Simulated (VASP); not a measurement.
Mg: single point with r2SCAN

Mg:

```
Mg
1.0
     0.00000    2.24426    2.24426
     2.24426    0.00000    2.24426
     2.24426    2.24426    0.00000
Mg
1
Cartesian
  0.0000 0.0000 0.0000
```

This isn't the form of Mg at room conditions, which is hcp.

```
Program             : VASP 6.6.1
Task                : single point
Functional          : r2SCAN
Potentials or basis : VASP PAW PBE potentials, release 64 (Mg)
Cutoff              : 520 eV
k mesh              : 13 × 13 × 13
Occupations         : methfessel-paxton, width 0.1 eV
Spin                : no spin polarisation
```

```
Pressure               : 0.0 GPa
Band gap on the k mesh : zero (bands 1 and 2 overlap by 1.84 eV)
```

Levels at points of the mesh, in eV from the Fermi level:
```csv
k point,band 1,band 2,band 3,band 4,band 5,band 6
"(0.00, 0.00, 0.00)",-7.38,13.36,13.36,13.36,15.70,15.70
```

Run time: 90 s on 1 thread of AMD EPYC 7R13, with other jobs on the host, peak memory 0.12 GiB.

Caveat: the PAW data sets were made with another functional, which shifts forces and pressure a little.
